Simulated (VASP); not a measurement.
**GaAs: single point with PBE-based global hybrid**

The system is GaAs.

```
Ga As
1.0
     0.00000    2.83308    2.83308
     2.83308    0.00000    2.83308
     2.83308    2.83308    0.00000
Ga As
1 1
Cartesian
  0.0000 0.0000 0.0000
  1.4165 1.4165 1.4165
```

```yaml
Program: VASP 6.6.1
Task: single point
Functional: PBE-based global hybrid
Potentials_or_basis: VASP PAW PBE potentials, release 64 (Ga_d, As)
Cutoff: 520 eV
k_mesh: 4 × 4 × 4
Occupations: gaussian, width 0.01 eV
Spin: no spin polarisation
```

```
Pressure               : 2.7 GPa
Band gap on the k mesh : 0.78 eV, direct
```

Levels at points of the mesh, in eV from the valence-band top:
| k point | band 7 | band 8 | band 9 | band 10 | band 11 | band 12 |
| --- | --- | --- | --- | --- | --- | --- |
| (0.00, 0.00, 0.00) | 0.00 | 0.00 | 0.00 | 0.78 | 4.01 | 4.01 |
| (0.50, 0.00, 0.00) | -6.75 | -1.16 | -1.16 | 1.26 | 4.92 | 4.92 |
| (0.50, 0.50, 0.00) | -6.94 | -2.72 | -2.72 | 1.72 | 1.92 | 10.52 |

Run time: 12 min on 1 thread of AMD EPYC 7R13, with other jobs on the host, peak memory 0.16 GiB.

Caveat: the k points lie up to 0.48 Å⁻¹ apart; the PAW data sets were made with another functional, which shifts forces and pressure a little. A k mesh can miss the band edges.
